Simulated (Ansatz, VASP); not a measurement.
W in VASP and in Ansatz

Contents of INCAR:

```
SYSTEM = W
PREC = Accurate
ENCUT = 520
EDIFF = 1E-6
ISMEAR = 0
SIGMA = 0.1
LREAL = .FALSE.
LASPH = .TRUE.
NELM = 100
ALGO = Fast
ISIF = 2
LWAVE = .FALSE.
LCHARG = .TRUE.
GGA = PE
LELF = .TRUE.
LVHAR = .TRUE.
NBANDS = 21
```

KPOINTS

```
Automatic mesh
0
G
  18 18 8
  0 0 0
```

File POSCAR:

```
W
1.0
    2.8690324637      0.0000000000      0.0000000000
   -1.4345162319      2.4846549979      0.0000000000
    0.0000000000      0.0000000000      4.9214758624
W
2
Direct
    0.3333333300      0.6666666700      0.2500000000
    0.6666666700      0.3333333300      0.7500000000
```

Input for Ansatz:

```yaml
crystal:
  lattice:
    - [2.8690324637, 0.0, 0.0]
    - [-1.4345162319, 2.4846549979, 0.0]
    - [0.0, 0.0, 4.9214758624]
  atoms:
    - { symbol: W, position: [0.33333333, 0.66666667, 0.25] }
    - { symbol: W, position: [0.66666667, 0.33333333, 0.75] }
basis:
  ecutwfc: 420
kpoints:
  mp_grid: { grid: [18, 18, 8] }
hamiltonian:
  xc: pbe
scf:
  occupations: { method: gaussian, width: 0.1 }
output:
  forces: true
  stress: true
  eigenvalues: true
  populations: true
```

Alike in both runs: task single point; functional PBE; k mesh 18 × 18 × 8; occupations gaussian, width 0.1 eV; no spin polarisation.

|  | VASP | Ansatz |
| --- | --- | --- |
| version | VASP 6.6.1 | Ansatz 0.2.0 |
| potentials or method | VASP PAW PBE potentials, release 64 (W_sv), cutoff 520 eV | scalar-relativistic, plane waves, PAW |
| valence electrons in the cell | 28 | 28 |

|  | VASP | Ansatz | Ansatz less VASP |
| --- | --- | --- | --- |
| gap on the k mesh at the Fermi level (eV) | none | none | - |
| pressure (GPa) | -15.4 | -15.7 | -0.30 |
| traceless stress, the component that is largest in VASP (GPa) | 7.99 | 8.01 | +0.024 |

A gap of «none» marks a metal or a gap that the smearing closes.

Neither program's run includes spin-orbit coupling.
